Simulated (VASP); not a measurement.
Wanted: the native input for a VASP 6.6.1 run.

```
Task                   : single point
Functional             : PBE
Potentials or basis    : VASP PAW PBE potentials, release 64 (Cu, I)
Cutoff                 : 520 eV
k mesh                 : 9 × 9 × 9
Occupations            : fermi-dirac, width 0.03 eV
Spin                   : no spin polarisation
Dipole correction      : no
Further INCAR settings : ALGO = Normal; EDIFF = 1e-06; NBANDS = 16
```

The structure of CuI lies in POSCAR:

```
CuI
1.0
    0.0000000000      3.0315000000      3.0315000000
    3.0315000000      0.0000000000      3.0315000000
    3.0315000000      3.0315000000      0.0000000000
Cu I
1 1
Direct
    0.7500000000      0.7500000000      0.7500000000
    0.0000000000      0.0000000000      0.0000000000
```

One way to write it, as run:

INCAR

```
PREC = Accurate ; ENCUT = 520
EDIFF = 1E-6 ; ISMEAR = -1
SIGMA = 0.03 ; LREAL = False
LASPH = True ; NELM = 60
ALGO = Normal ; ISIF = 2
LWAVE = False ; LCHARG = False
GGA = PE ; NBANDS = 16
```

KPOINTS

```
Automatic mesh
0
Gamma
  9 9 9
```

Potentials or basis: VASP PAW PBE potentials, release 64 (Cu, I).

The run is started by

```console
$ cat potpaw_PBE.64/Cu/POTCAR potpaw_PBE.64/I/POTCAR > POTCAR
$ mpirun -np 1 vasp_std > vasp.out
```

Results of the run:

```json
{
 "Pressure": "0.3 GPa",
 "Band gap on the k mesh": "1.14 eV, direct"
}
```

Caveat: spin-orbit coupling is left out, which moves the levels of the heavy elements.

It took 59 s on 1 thread of AMD EPYC 7R13 (shared host), peak memory 0.16 GiB.
